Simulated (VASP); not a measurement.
# KBr (Pm-3m) in VASP: a series of runs

Runs on KBr. Level: PBE. Tasks: single point.

Program: VASP 6.6.1. These are calculated values, not measurements. Logs are shortened: lines on timing, memory, paths and dates and some standing lists are left out, and cuts for length are marked.

## (1) The cell of the first run

Symmetry: Pm-3m, No. 221, cubic system. Conventional cell: a = 3.976 Å, b = 3.976 Å, c = 3.976 Å, α = 90.00°, β = 90.00°, γ = 90.00°. K (site symmetry m-3m) has 8 Br at 3.44 Å and 6 K at 3.98 Å within 4.5 Å. Within 4.5 Å of Br (site symmetry m-3m) lie 8 K at 3.44 Å and 6 Br at 3.98 Å.

## (2) Single point, PBE

The input, INCAR:

```
SYSTEM = KBr
  ALGO = Normal
  EDIFF = 1E-6
  ENCUT = 520
  GGA = PE
  ISIF = 2
  ISMEAR = 0
  LASPH = .TRUE.
  LCHARG = .TRUE.
  LELF = .TRUE.
  LREAL = .FALSE.
  LVHAR = .TRUE.
  LWAVE = .FALSE.
  NBANDS = 15
  NELM = 100
  PREC = Accurate
  SIGMA = 0.01
```

The input, KPOINTS:

```
k-points
0
G
  6 6 6
  0 0 0
```

The input, POSCAR:

```
KBr
1.0
    3.9762553149      0.0000000000      0.0000000000
    0.0000000000      3.9762553149      0.0000000000
    0.0000000000      0.0000000000      3.9762553149
K Br
1 1
Direct
    0.0000000000      0.0000000000      0.0000000000
    0.5000000000      0.5000000000      0.5000000000
```

Potentials or basis: VASP PAW PBE potentials, release 64 (K_sv, Br).

Command:

```sh
$ cat potpaw_PBE.64/K_sv/POTCAR potpaw_PBE.64/Br/POTCAR > POTCAR
$ mpirun -np 1 vasp_std > vasp.out
```

OUTCAR:

```text
SYSTEM = KBr
   EDIFF = 1E-6
   ENCUT = 520
   GGA = PE
   ISIF = 2
   ISMEAR = 0
   LASPH = .TRUE.
   LREAL = .FALSE.
   NELM = 100
   PREC = Accurate

 ion  position               nearest neighbor table
   1  0.000  0.000  0.000-
   2  0.500  0.500  0.500-

  LATTYP: Found a simple cubic cell.
 ALAT       =     3.9762553149

  Lattice vectors:

 A1 = (   3.9762553149,   0.0000000000,   0.0000000000)
 A2 = (   0.0000000000,   3.9762553149,   0.0000000000)
 A3 = (   0.0000000000,   0.0000000000,   3.9762553149)

Analysis of symmetry for initial positions (statically):
=====================================================================
 Subroutine PRICEL returns:
 Original cell was already a primitive cell.

 Routine SETGRP: Setting up the symmetry group for a
 simple cubic supercell.

 Subroutine GETGRP returns: Found 48 space group operations
 (whereof 48 operations were pure point group operations)
 out of a pool of 48 trial point group operations.

The static configuration has the point symmetry O_h .

Analysis of symmetry for dynamics (positions and initial velocities):
=====================================================================
 Subroutine PRICEL returns:
 Original cell was already a primitive cell.

 Routine SETGRP: Setting up the symmetry group for a
 simple cubic supercell.

 Subroutine GETGRP returns: Found 48 space group operations
 (whereof 48 operations were pure point group operations)
 out of a pool of 48 trial point group operations.

The dynamic configuration has the point symmetry O_h .

 Subroutine INISYM returns: Found 48 space group operations
 (whereof 48 operations are pure point group operations),
 and found     1 'primitive' translations

----------------------------------------------------------------------------------------

                                     Primitive cell

  volume of cell :      62.8670

  direct lattice vectors                    reciprocal lattice vectors
     3.976255315  0.000000000  0.000000000     0.251492905  0.000000000  0.000000000
     0.000000000  3.976255315  0.000000000     0.000000000  0.251492905  0.000000000
     0.000000000  0.000000000  3.976255315     0.000000000  0.000000000  0.251492905

  length of vectors
     3.976255315  3.976255315  3.976255315     0.251492905  0.251492905  0.251492905

  position of ions in fractional coordinates (direct lattice)
     0.000000000  0.000000000  0.000000000
     0.500000000  0.500000000  0.500000000

  ion indices of the primitive-cell ions
   primitive index   ion index
                 1           1
                 2           2

----------------------------------------------------------------------------------------

 KPOINTS: k-points

Automatic generation of k-mesh.
 Grid dimensions read from file:
 generate k-points for:    6    6    6

 Generating k-lattice:

  Cartesian coordinates                     Fractional coordinates (reciprocal lattice)
     0.041915484  0.000000000  0.000000000     0.166666667  0.000000000  0.000000000
     0.000000000  0.041915484  0.000000000     0.000000000  0.166666667  0.000000000
     0.000000000  0.000000000  0.041915484     0.000000000  0.000000000  0.166666667

  Length of vectors
     0.041915484  0.041915484  0.041915484

  Shift w.r.t. Gamma in fractional coordinates (k-lattice)
     0.000000000  0.000000000  0.000000000

 Subroutine IBZKPT returns following result:
 ===========================================

 Found     20 irreducible k-points:

 Following reciprocal coordinates:
            Coordinates               Weight
  0.000000  0.000000  0.000000      1.000000
  0.166667  0.000000  0.000000      6.000000
  0.333333  0.000000  0.000000      6.000000
  0.500000  0.000000  0.000000      3.000000
  0.166667  0.166667  0.000000     12.000000
  0.333333  0.166667  0.000000     24.000000
[... 12 lines left out ...]
  0.500000  0.500000  0.333333      6.000000
  0.500000  0.500000  0.500000      1.000000
   k-points           NKPTS =     20   k-points in BZ     NKDIM =     20   number of bands    NBANDS=     15
   number of dos      NEDOS =    301   number of ions     NIONS =      2
   total plane-waves  NPLWV =  27000
   dimension x,y,z NGX =    30 NGY =   30 NGZ =   30
   dimension x,y,z NGXF=    60 NGYF=   60 NGZF=   60
   ions per type =               1   1
   NGX,Y,Z   is equivalent  to a cutoff of  12.54, 12.54, 12.54 a.u.
   NGXF,Y,Z  is equivalent  to a cutoff of  25.09, 25.09, 25.09 a.u.
 SYSTEM =  KBr
   PREC   = accura    normal or accurate (medium, high low for compatibility)
   ISTART =      0    job   : 0-new  1-cont  2-samecut
   ICHARG =      2    charge: 1-file 2-atom 10-const
   ISPIN  =      1    spin polarized calculation?
   LNONCOLLINEAR =      F non collinear calculations
   LSORBIT =      F    spin-orbit coupling
   LASPH  =      T    aspherical Exc in radial PAW
   ENCUT  =  520.0 eV  38.22 Ry    6.18 a.u.   7.39  7.39  7.39*2*pi/ulx,y,z
   NELM   =    100;   NELMIN=  2; NELMDL= -5     # of ELM steps
   EDIFF  = 0.1E-05   stopping-criterion for ELM
   LREAL  =      F    real-space projection
   EDIFFG = 0.1E-04   stopping-criterion for IOM
   NSW    =      0    number of steps for IOM
   IBRION =     -1    ionic relax: 0-MD 1-quasi-New 2-CG
   NFREE  =      0    steps in history (QN), initial steepest desc. (CG)
   ISIF   =      2    stress and relaxation
   ISYM   =      2    0-nonsym 1-usesym 2-fastsym
   POTIM  = 0.5000    time-step for ionic-motion
   TEBEG  =    0.0;   TEEND  =   0.0 temperature during run
   PSTRESS=    0.0 pullay stress
   NELECT =      16.0000    total number of electrons
   NUPDOWN=      -1.0000    fix difference up-down
   EMIN   =  10.00;   EMAX   =-10.00  energy-range for DOS
   EFERMI =   0.00;   METHOD = LEGACY
   ISMEAR =     0;   SIGMA  =   0.01  broadening in eV -4-tet -1-fermi 0-gaus
   EFERMI_NEDOS =   21; number of points for ismear=-14 and -15
   IALGO  =     38    algorithm
   IMIX   =      4    mixing-type and parameters
     AMIX     =   0.40;   BMIX     =  1.00
     AMIX_MAG =   1.60;   BMIX_MAG =  1.00
  volume/ion in A,a.u.               =      31.43       212.12
  Fermi-wavevector in a.u.,A,eV,Ry     =   1.037466  1.960527 14.644438  1.076336
  Thomas-Fermi vector in A             =   2.171905
   LORBIT       =      0    0 simple, 1 ext, 2 COOP (PROOUT), +10 PAW based schemes
   GGA     = PE    functional components
   LHFCALC =     F    Hartree Fock is set to
   AEXX    =    0.0000 exact exchange contribution
   IVDW    =     0    specifies the selected vdW correction
   LEPSILON=     F    determine dielectric tensor
   LRPA    =     F    only Hartree local field effects (RPA)
 non-spin polarized calculation
 Gauss-broadening in eV      SIGMA  =   0.01
  energy-cutoff  :      520.00
  volume of cell :       62.87
 maximum number of plane-waves:      1743
 NGX is ok and might be reduce to    30
   NGX = 15   NGY = 15   NGZ = 15

 number of electron      15.9999996 magnetization

 Free energy of the ion-electron system (eV)
  ---------------------------------------------------
  ext. energy  EPLUGINS =         0.00000000
  ---------------------------------------------------
  free energy    TOTEN  =        -6.06982174 eV

  energy without entropy =       -6.06982174  energy(sigma->0) =       -6.06982174

 E-fermi :  -0.3918     XC(G=0):  -8.0366

 val. band max:       -0.5083354000   @ k =   0.5000   0.5000   0.0000
 cond. band min:       3.5140093796   @ k =   0.0000   0.0000   0.0000
 fundamental gap:      4.0223447795
 Fermi energy:        -0.3917553247

 k-point     1 :       0.0000    0.0000    0.0000
  band No.  band energies     occupation
      1     -29.1082      2.00000
      2     -13.3890      2.00000
      3     -12.5288      2.00000
      4     -12.5288      2.00000
      5     -12.5288      2.00000
      6      -0.7854      2.00000
      7      -0.7854      2.00000
      8      -0.7854      2.00000
      9       3.5140      0.00000
     10       5.2829      0.00000
     11       5.2829      0.00000
     12       9.2539      0.00000
     13       9.2539      0.00000
     14       9.2539      0.00000
     15      11.9789      0.00000

 k-point     2 :       0.1667    0.0000    0.0000
  band No.  band energies     occupation
      1     -29.1051      2.00000
      2     -13.4357      2.00000
      3     -12.5230      2.00000
      4     -12.5230      2.00000
      5     -12.4765      2.00000
      6      -1.3720      2.00000
      7      -0.7805      2.00000
      8      -0.7805      2.00000
      9       4.1576      0.00000
     10       5.5024      0.00000
     11       5.8922      0.00000
     12       9.1758      0.00000
     13       9.1758      0.00000
     14       9.3736      0.00000
     15      10.9853      0.00000

 k-point     3 :       0.3333    0.0000    0.0000
  band No.  band energies     occupation
      1     -29.0987      2.00000
      2     -13.5243      2.00000
      3     -12.5113      2.00000
      4     -12.5113      2.00000
      5     -12.3722      2.00000
      6      -2.2454      2.00000
      7      -0.7714      2.00000
      8      -0.7714      2.00000
      9       5.3530      0.00000
     10       6.1150      0.00000
     11       7.0727      0.00000
     12       9.1631      0.00000
     13       9.1631      0.00000
     14       9.3550      0.00000
     15       9.6500      0.00000

 k-point     4 :       0.5000    0.0000    0.0000
  band No.  band energies     occupation
      1     -29.0956      2.00000
      2     -13.5668      2.00000
      3     -12.5054      2.00000
      4     -12.5054      2.00000
      5     -12.3196      2.00000
      6      -2.6038      2.00000
      7      -0.7673      2.00000
      8      -0.7673      2.00000
      9       6.1658      0.00000
     10       6.6732      0.00000
     11       7.4198      0.00000
     12       8.4089      0.00000
     13       9.2988      0.00000
     14       9.2988      0.00000
     15       9.8144      0.00000
[... 235 lines left out ...]
 k-point    18 :       0.5000    0.3333    0.3333
  band No.  band energies     occupation
      1     -29.0783      2.00000
      2     -13.0898      2.00000
      3     -12.6278      2.00000
      4     -12.6204      2.00000
      5     -12.6184      2.00000
      6      -2.0670      2.00000
      7      -1.7822      2.00000
      8      -1.6851      2.00000
      9       6.2284      0.00000
     10       6.8108      0.00000
     11       7.1927      0.00000
     12       8.4648      0.00000
     13       8.8753      0.00000
     14       9.1467      0.00000
     15      10.8239      0.00000

 k-point    19 :       0.5000    0.5000    0.3333
  band No.  band energies     occupation
      1     -29.0754      2.00000
      2     -13.0049      2.00000
      3     -12.6656      2.00000
      4     -12.6656      2.00000
      5     -12.6143      2.00000
      6      -2.0388      2.00000
      7      -2.0388      2.00000
      8      -1.7354      2.00000
      9       6.2157      0.00000
     10       7.1122      0.00000
     11       7.1122      0.00000
     12       8.3802      0.00000
     13       9.3312      0.00000
     14       9.3312      0.00000
     15      10.8454      0.00000

 k-point    20 :       0.5000    0.5000    0.5000
  band No.  band energies     occupation
      1     -29.0726      2.00000
      2     -12.9682      2.00000
      3     -12.6555      2.00000
      4     -12.6555      2.00000
      5     -12.6555      2.00000
      6      -2.0557      2.00000
      7      -2.0557      2.00000
      8      -2.0557      2.00000
      9       7.0051      0.00000
     10       7.0051      0.00000
     11       7.0051      0.00000
     12       9.0872      0.00000
     13       9.0872      0.00000
     14       9.0872      0.00000
     15      10.8230      0.00000

------------------------ aborting loop because EDIFF is reached ----------------------------------------

  FORCE on cell =-STRESS in cart. coord.  units (eV):
  Direction    XX          YY          ZZ          XY          YZ          ZX
  --------------------------------------------------------------------------------------
  -------------------------------------------------------------------------------------
  Total        0.3432514      0.3432514      0.3432514     -0.0000000     -0.0000000      0.0000000
  in kB        8.7478249      8.7478249      8.7478249     -0.0000000     -0.0000000      0.0000000
  external PRESSURE =       8.7478249 kB  Pullay stress =       0.0000000 kB

 VOLUME and BASIS-vectors are now :
 -----------------------------------------------------------------------------
  energy-cutoff  :      520.00
  volume of cell :       62.87
      direct lattice vectors                 reciprocal lattice vectors
     3.976255315  0.000000000  0.000000000     0.251492905  0.000000000  0.000000000
     0.000000000  3.976255315  0.000000000     0.000000000  0.251492905  0.000000000
     0.000000000  0.000000000  3.976255315     0.000000000  0.000000000  0.251492905

 POSITION                                       TOTAL-FORCE (eV/Angst)
 -----------------------------------------------------------------------------------
      0.00000      0.00000      0.00000         0.000000      0.000000      0.000000
      1.98813      1.98813      1.98813         0.000000      0.000000      0.000000
 -----------------------------------------------------------------------------------
    total drift:                                0.000000      0.000000     -0.000000

  FREE ENERGIE OF THE ION-ELECTRON SYSTEM (eV)
  ---------------------------------------------------
  free  energy   TOTEN  =        -6.0698217405 eV

  energy  without entropy=       -6.0698217405  energy(sigma->0) =       -6.06982174
```

It took 26 s on 1 thread of AMD EPYC 7R43 (Zen 3), shared host; peak memory 0.13 GiB.

What came out:

| Property | Result |
| --- | --- |
| Free energy | -6.0698 eV |
| Pressure | 0.9 GPa |
| Band gap on the k mesh | 4.02 eV, indirect (least direct gap 4.30 eV) |

Levels at points of the mesh, in eV from the valence-band top:
```
           k point  band 6  band 7  band 8  band 9  band 10  band 11
(0.00, 0.00, 0.00)   -0.28   -0.28   -0.28    4.02     5.79     5.79
(0.50, 0.00, 0.00)   -2.10   -0.26   -0.26    6.67     7.18     7.93
(0.50, 0.50, 0.00)   -1.48   -1.48    0.00    5.23     6.54     8.07
(0.50, 0.50, 0.50)   -1.55   -1.55   -1.55    7.51     7.51     7.51
```

A k mesh can miss the band edges.

## (3) Single point, PBE (volume changed by -6%)

The input, INCAR:

```
SYSTEM = KBr
PREC = Accurate
ENCUT = 520
EDIFF = 1E-6
ISMEAR = 0
SIGMA = 0.01
LREAL = .FALSE.
LASPH = .TRUE.
NELM = 60
ALGO = Normal
ISIF = 2
LWAVE = .FALSE.
LCHARG = .TRUE.
GGA = PE
LELF = .TRUE.
LVHAR = .TRUE.
NBANDS = 15
```

The input, KPOINTS:

```
regular mesh
0
G
  6 6 6
  0 0 0
```

The input, POSCAR:

```
KBr
1.0
    3.9567084348      0.0000000000      0.0000000000
    0.0000000000      3.9567084348      0.0000000000
    0.0000000000      0.0000000000      3.9567084348
K Br
1 1
Direct
    0.0000000000      0.0000000000      0.0000000000
    0.5000000000      0.5000000000      0.5000000000
```

Potentials or basis: VASP PAW PBE potentials, release 64 (K_sv, Br).

Command:

```sh
$ cat potpaw_PBE.64/K_sv/POTCAR potpaw_PBE.64/Br/POTCAR > POTCAR
$ mpirun -np 1 vasp_std > vasp.out
```

Wall time 28 s (1 thread of AMD EPYC 7R43 (Zen 3), shared host); peak memory 0.13 GiB.

Results (log left out):

```yaml
Free_energy: -6.0639 eV
Pressure: 1.2 GPa
Band_gap_on_the_k_mesh: 4.07 eV, indirect (least direct gap 4.35 eV)
```

Levels at points of the mesh, in eV from the valence-band top:
| k point | band 4 | band 5 | band 6 | band 7 | band 8 | band 9 | band 10 | band 11 | band 12 | band 13 |
| --- | --- | --- | --- | --- | --- | --- | --- | --- | --- | --- |
| (0.00, 0.00, 0.00) | -12.00 | -12.00 | -0.28 | -0.28 | -0.28 | 4.07 | 5.77 | 5.77 | 9.79 | 9.79 |
| (0.50, 0.00, 0.00) | -11.98 | -11.79 | -2.14 | -0.27 | -0.27 | 6.73 | 7.18 | 8.01 | 8.92 | 9.85 |
| (0.50, 0.50, 0.00) | -12.18 | -11.96 | -1.51 | -1.51 | 0.00 | 5.23 | 6.55 | 8.08 | 8.08 | 10.75 |
| (0.50, 0.50, 0.50) | -12.13 | -12.13 | -1.59 | -1.59 | -1.59 | 7.55 | 7.55 | 7.55 | 9.66 | 9.66 |

 A k mesh can miss the band edges.

[end of part 1 of 2]
